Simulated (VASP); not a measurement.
Set up this calculation in VASP 6.6.1, as the native input.

```yaml
Task: single point
Functional: r2SCAN
Potentials_or_basis: VASP PAW PBE potentials, release 64 (In_d, Se)
Cutoff: 520 eV
k_mesh: 5 × 7 × 3
Occupations: gaussian, width 0.05 eV
Spin: no spin polarisation
Dipole_correction: no
Further_INCAR_settings: ALGO = Normal; EDIFF = 1e-07; NBANDS = 48
```

InSe:

```
In Se
1.0
     1.64238    0.00000   -4.80226
     0.00000    4.10110    0.00000
    10.48107    0.00000    3.20788
In Se
4 4
Direct
  0.72389 0.00000 0.38817
  0.07389 0.50000 0.88817
  0.97611 0.00000 0.61183
  0.62611 0.50000 0.11183
  0.94474 0.00000 0.16184
  0.29474 0.50000 0.66184
  0.75526 0.00000 0.83816
  0.40526 0.50000 0.33816
```

This cell differs from its parent crystal: the part above a cut slid along it.

One way to write it, as run:

POSCAR

```
InSe
1.0
    1.6423826481      0.0000000000     -4.8022569849
    0.0000000000      4.1010986990      0.0000000000
   10.4810669846      0.0000000000      3.2078763060
In Se
4 4
Direct
    0.7238866935      0.0000000000      0.3881706646
    0.0738866935      0.5000000000      0.8881706646
   -0.0238866935      0.0000000000      0.6118293354
    0.6261133065      0.5000000000      0.1118293354
    0.9447410863      0.0000000000      0.1618440374
    0.2947410863      0.5000000000      0.6618440374
   -0.2447410863      0.0000000000      0.8381559626
    0.4052589137      0.5000000000      0.3381559626
```

INCAR.step1

```
ALGO = Normal
EDIFF = 1E-4
ENCUT = 520
GGA = PE
ISMEAR = 0
LASPH = True
LCHARG = False
LREAL = False
LWAVE = True
NBANDS = 48
NELM = 80
PREC = Accurate
SIGMA = 0.05
```

INCAR.step2

```
ALGO = Normal
EDIFF = 1E-7
ENCUT = 520
ISIF = 2
ISMEAR = 0
ISTART = 1
LASPH = True
LCHARG = True
LELF = True
LMIXTAU = True
LREAL = False
LVHAR = True
LWAVE = False
METAGGA = R2SCAN
NBANDS = 48
NELM = 80
PREC = Accurate
SIGMA = 0.05
```

KPOINTS

```
k-points
0
Gamma
  5 7 3
```

Potentials or basis: VASP PAW PBE potentials, release 64 (In_d, Se).

Command:

```console
$ cat potpaw_PBE.64/In_d/POTCAR potpaw_PBE.64/Se/POTCAR > POTCAR
$ cp INCAR.step1 INCAR
$ mpirun -np 1 vasp_std > vasp.out
$ cp INCAR.step2 INCAR
$ mpirun -np 1 vasp_std > vasp.out
```

It gave:

```
Pressure               : 0.4 GPa
Largest force          : 1.148 eV/Å
Band gap on the k mesh : 0.49 eV (least direct gap 0.56 eV)
```

Caveat: the cell differs from its parent crystal (the part above a cut slid along it); the PAW data sets were made with another functional, which shifts forces and pressure a little; spin-orbit coupling is left out, which moves the levels of the heavy elements.

Wall time 18 min on 1 thread of Intel(R) Xeon(R) 6975P-C (Granite Rapids), with other jobs on the host, peak memory 0.52 GiB.
